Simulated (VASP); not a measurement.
Runs of VASP 6.6.1 on Tb2PbF. The structure is that of space group P6/mmm (No. 191), or close to it. The cells are those of the table. The cell was generated, and may not be a known phase.

```csv
task,cell,k mesh,gap on the mesh (eV),pressure (GPa)
relaxation of cell and atoms,"relaxed from a = 4.550, b = 4.550, c = 5.256 Å, angles 90.0, 90.0, 120.0°, 4 atoms",6 × 6 × 4,none,0.1
single point,"a = 4.550, b = 4.550, c = 5.256 Å, angles 90.0, 90.0, 120.0°, 4 atoms",6 × 6 × 4,none,40.7
single point,"a = 5.753, b = 5.753, c = 4.660 Å, angles 90.0, 90.0, 120.0°, 4 atoms",12 × 12 × 10,none,0.0
single point,"a = 5.735, b = 5.735, c = 4.660 Å, angles 90.0, 90.0, 120.0°, 4 atoms",6 × 6 × 4,none,(a)
```

Alike in all rows: level PBE; potentials or basis VASP PAW PBE potentials, release 64 (Tb_3, Pb_d, F), 4f in core; no spin polarisation; cutoff (eV) 600; smearing gaussian 0.1 eV.

Task: Fill in the values left out.

Result: (a) 0.2.

Caveats: spin-orbit coupling is left out, which moves the levels of the heavy elements; the 4f electrons are frozen in the core, so they carry no moment and show no levels; the run has no spin polarisation, though such a crystal can be magnetic; the stress differs along the axes, from -1 to 61 GPa (at least some runs).

A k mesh can miss the band edges, and the runs leave out spin-orbit coupling on Pb, Tb.

A gap of «none» marks levels without a gap at the run's occupations.
